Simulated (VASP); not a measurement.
Wanted: the native input for a VASP 6.6.1 run.

```yaml
Task: single point
Functional: PBE
Potentials_or_basis: VASP PAW PBE potentials, release 64 (Sn_d, O)
Cutoff: 520 eV
k_mesh: 10 × 10 × 8
Occupations: gaussian, width 0.05 eV
Spin: no spin polarisation
Dipole_correction: no
Further_INCAR_settings: ALGO = Normal; EDIFF = 1e-07; NBANDS = 28
```

The structure of SnO lies in POSCAR:

```
SnO
1.0
    3.9261933127      0.0000000000      0.0000000000
    0.0000000000      3.9261933127      0.0000000000
    0.0000000000      0.0000000000      5.2192952050
Sn O
2 2
Direct
    0.0000000000      0.5000000000      0.2287361932
    0.5000000000      0.0000000000      0.7712638068
    0.0000000000      0.0000000000      0.0000000000
    0.5000000000      0.5000000000      0.0000000000
```

This cell differs from its parent crystal: strain +0.015 along x and y, +0.030 along z.

The input as run:

INCAR

```
SYSTEM = SnO
ALGO = Normal
EDIFF = 1E-7
ENCUT = 520
GGA = PE
ISIF = 2
ISMEAR = 0
LASPH = .True.
LCHARG = .True.
LELF = .True.
LREAL = .False.
LVHAR = .True.
LWAVE = .False.
NBANDS = 28
NELM = 60
PREC = Accurate
SIGMA = 0.05
```

KPOINTS

```
k-points
0
Gamma
  10 10 8
  0 0 0
```

Potentials or basis: VASP PAW PBE potentials, release 64 (Sn_d, O).

Run with:

```sh
$ cat potpaw_PBE.64/Sn_d/POTCAR potpaw_PBE.64/O/POTCAR > POTCAR
$ mpirun -np 1 vasp_std > vasp.out
```

Results of the run:

```
Pressure               : -4.0 GPa
Largest force          : 0.728 eV/Å
Band gap on the k mesh : 0.64 eV, indirect (least direct gap 1.84 eV)
```

Caveat: the cell differs from its parent crystal (strain +0.015 along x and y, +0.030 along z); spin-orbit coupling is left out, which moves the levels of the heavy elements.

Wall time 3.1 min on 1 thread of Intel Xeon 6975P-C, on a shared host, peak memory 0.31 GiB.
